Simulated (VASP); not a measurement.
Wanted: the native input for a VASP 6.6.1 run.

| Property | Result |
| --- | --- |
| Task | single point |
| Functional | PBE |
| Potentials or basis | VASP PAW PBE potentials, release 64 (Ga_d, N) |
| Cutoff | 600 eV |
| k mesh | 8 × 8 × 8 |
| Occupations | gaussian, width 0.1 eV |
| Spin | no spin polarisation |
| Dipole correction | no |
| Further INCAR settings | ALGO = Normal; EDIFF = 1e-06; NBANDS = 16 |

The structure of GaN lies in POSCAR:

```
GaN
1.0
    0.0000000000      2.0690399557      2.0690399557
    2.0690399557      0.0000000000      2.0690399557
    2.0690399557      2.0690399557      0.0000000000
Ga N
1 1
Direct
    0.5000000000      0.5000000000      0.5000000000
    0.0000000000      0.0000000000      0.0000000000
```

This cell differs from its parent crystal: Al replaced by Ga, lengths x 1.003, strained.

These files were run (other wordings do the same):

INCAR

```
SYSTEM = GaN
  PREC = Accurate
  ENCUT = 600
  EDIFF = 1E-6
  ISMEAR = 0
  SIGMA = 0.1
  LREAL = .FALSE.
  LASPH = .TRUE.
  NELM = 120
  ALGO = Normal
  ISIF = 2
  LWAVE = .FALSE.
  LCHARG = .TRUE.
  GGA = PE
  LELF = .TRUE.
  LVHAR = .TRUE.
  NBANDS = 16
  GGA_COMPAT = .FALSE.
```

KPOINTS

```
Automatic mesh
0
G
  8 8 8
  0 0 0
```

Potentials or basis: VASP PAW PBE potentials, release 64 (Ga_d, N).

Command:

```bash
$ cat potpaw_PBE.64/Ga_d/POTCAR potpaw_PBE.64/N/POTCAR > POTCAR
$ mpirun -np 1 vasp_std > vasp.out
```

It gave:

```yaml
Pressure: 24.9 GPa
Band_gap_on_the_k_mesh: 1.02 eV, indirect (least direct gap 3.58 eV)
```

Caveat: the cell differs from its parent crystal (Al replaced by Ga, lengths x 1.003, strained).

Run time: 7.9 s on 1 thread of AMD EPYC 9R45 96-Core Processor (Zen 5) (shared host), peak memory 0.11 GiB.
